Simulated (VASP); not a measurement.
Crystal: Ir.

```
Ir
1.0
    -1.57886    1.57886    1.57886
     1.57886   -1.57886    1.57886
     1.57886    1.57886   -1.57886
Ir
1
Cartesian
  0.0000 0.0000 0.0000
```

* Program: VASP 6.6.1
* Task: relaxation of cell and atoms
* Functional: PBEsol
* Potentials or basis: VASP PAW PBE potentials, release 64 (Ir)
* Cutoff: 500 eV
* k mesh: 8 × 8 × 8
* Occupations: gaussian, width 0.1 eV
* Spin: no spin polarisation

At the start: pressure -21.3 GPa; volume 15.74 Å³/atom.

Task: Where does the relaxation end?

Result: Over 5 steps the energy falls by 82.6 meV/atom and the volume is 14.60 Å³/atom (-7.3 %); space group Im-3m (No. 229, to 0.05 Å).

The path:
| step | energy change (eV) | largest force (eV/Å) | pressure (GPa) | volume (Å³) |
| --- | --- | --- | --- | --- |
| 1 | 0.0000 | 0.0000 | -21.30 | 15.74 |
| 2 | 1.1121 | 0.0000 | 153.67 | 11.44 |
| 3 | -0.0816 | 0.0000 | -2.67 | 14.71 |
| 4 | -0.0825 | 0.0000 | -0.90 | 14.64 |
| 5 | -0.0826 | 0.0000 | 0.00 | 14.60 |

Final structure:
```cif
data_structure
_symmetry_space_group_name_H-M 'P 1'
_symmetry_Int_Tables_number 1
_cell_length_a 2.6666
_cell_length_b 2.6666
_cell_length_c 2.6666
_cell_angle_alpha 109.471
_cell_angle_beta 109.471
_cell_angle_gamma 109.471
_cell_volume 14.60
loop_
_atom_site_label
_atom_site_type_symbol
_atom_site_fract_x
_atom_site_fract_y
_atom_site_fract_z
_atom_site_occupancy
Ir1 Ir 0.00000 0.00000 0.00000 1
```

Caveat: the PAW data sets were made with another functional, which shifts forces and pressure a little.
